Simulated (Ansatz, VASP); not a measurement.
**One calculation of LiH, two programs**

```
Li H
1.0
     2.47639    0.00000    0.00000
     0.00000    2.47639    0.00000
     0.00000    0.00000    2.47639
Li H
1 1
Direct
  0.00000 0.00000 0.00000
  0.50000 0.50000 0.50000
```

Alike in both runs: task single point; functional r2SCAN; k mesh 8 × 8 × 8; no spin polarisation.

|  | VASP | Ansatz |
| --- | --- | --- |
| version | VASP 6.6.1 | Ansatz 0.2.0 |
| potentials or method | VASP PAW PBE potentials, release 64 (Li_sv, H) | plane waves, PAW |
| plane-wave cutoff (eV) | 520 | 500 |
| occupations | gaussian, width 0.01 eV | fixed |
| valence electrons in the cell | 4 | 4 |

Ansatz gave:

```
gap on the k mesh at the Fermi level (eV) : 1.11
```

Q: What did VASP give for the same quantities?

A: gap on the k mesh at the Fermi level (eV): 1.32.

VASP's potentials were made for PBE, not for r2SCAN.

Noted on VASP's run: the cutoff is short for stress, so the pressure is rough.
